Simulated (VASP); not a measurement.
Write the native input for VASP 6.6.1 that does the following.

```yaml
Task: single point
Functional: PBE
Potentials_or_basis: VASP PAW PBE potentials, release 64 (Mg, S)
Cutoff: 520 eV
k_mesh: 6 × 6 × 4
Occupations: gaussian, width 0.01 eV
Spin: no spin polarisation
Dipole_correction: no
Further_INCAR_settings: ALGO = Normal; EDIFF = 1e-07; NBANDS = 16
```

The structure of MgS lies in POSCAR:

```
MgS
1.0
    3.6454348056      0.0000000000      0.0000000000
   -1.8227174028      3.1570391495      0.0000000000
    0.0000000000      0.0000000000      6.1473560907
Mg S
2 2
Direct
    0.0000000000      0.0000000000      0.0000000000
    0.0000000000      0.0000000000      0.5000000000
    0.3333333333      0.6666666667      0.2500000000
    0.6666666667      0.3333333333      0.7500000000
```

One way to write it, as run:

INCAR

```
SYSTEM = MgS
PREC = Accurate ; ENCUT = 520
EDIFF = 1E-7 ; ISMEAR = 0
SIGMA = 0.01 ; LREAL = .FALSE.
LASPH = .TRUE. ; NELM = 60
ALGO = Normal ; ISIF = 2
LWAVE = .FALSE. ; LCHARG = .FALSE.
GGA = PE ; NBANDS = 16
```

KPOINTS

```
regular mesh
0
G
  6 6 4
  0 0 0
```

Potentials or basis: VASP PAW PBE potentials, release 64 (Mg, S).

Command:

```console
$ cat potpaw_PBE.64/Mg/POTCAR potpaw_PBE.64/S/POTCAR > POTCAR
$ mpirun -np 1 vasp_std > vasp.out
```

It gave:

The pressure is 1.0 GPa. The band gap on the k mesh is 3.40 eV, indirect (least direct gap 3.53 eV).

It took 13 s on 1 thread of Intel(R) Xeon(R) 6975P-C (Granite Rapids), on a shared host, peak memory 0.18 GiB.
